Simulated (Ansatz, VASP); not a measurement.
# One calculation of KCaCl3, two programs

```
CELL_PARAMETERS angstrom
5.69377 0.00000 0.00000
0.00000 5.69377 0.00000
0.00000 0.00000 4.83970
ATOMIC_POSITIONS crystal
K 0.00000 0.00000 0.00000
Ca 0.50000 0.50000 0.50000
Cl 0.00000 0.50000 0.50000
Cl 0.50000 0.00000 0.50000
Cl 0.50000 0.50000 0.00000
```

Alike in both runs: task single point; functional LDA; k mesh 6 × 6 × 6; occupations gaussian, width 0.05 eV; no spin polarisation.

```csv
,VASP,Ansatz
version,VASP 6.6.1,Ansatz 0.2.0
potentials or method,"VASP PAW LDA potentials, release 64 (K_sv, Ca_sv, Cl), cutoff 520 eV","scalar-relativistic, plane waves, PAW"
valence electrons in the cell,40,40
```

|  | VASP | Ansatz | Ansatz less VASP |
| --- | --- | --- | --- |
| gap on the k mesh at the Fermi level (eV) | 4.27 | 4.27 | -0.006 |
| least direct gap on the mesh (eV) | 4.43 | 4.43 | +0.001 |
| pressure (GPa) | -1.1 | -1.2 | -0.07 |
| traceless stress, the component that is largest in VASP (GPa) | 6.50 | 6.39 | -0.113 |

LDA's correlation is that of Perdew and Zunger in VASP and of Perdew and Wang (1992) in Ansatz.
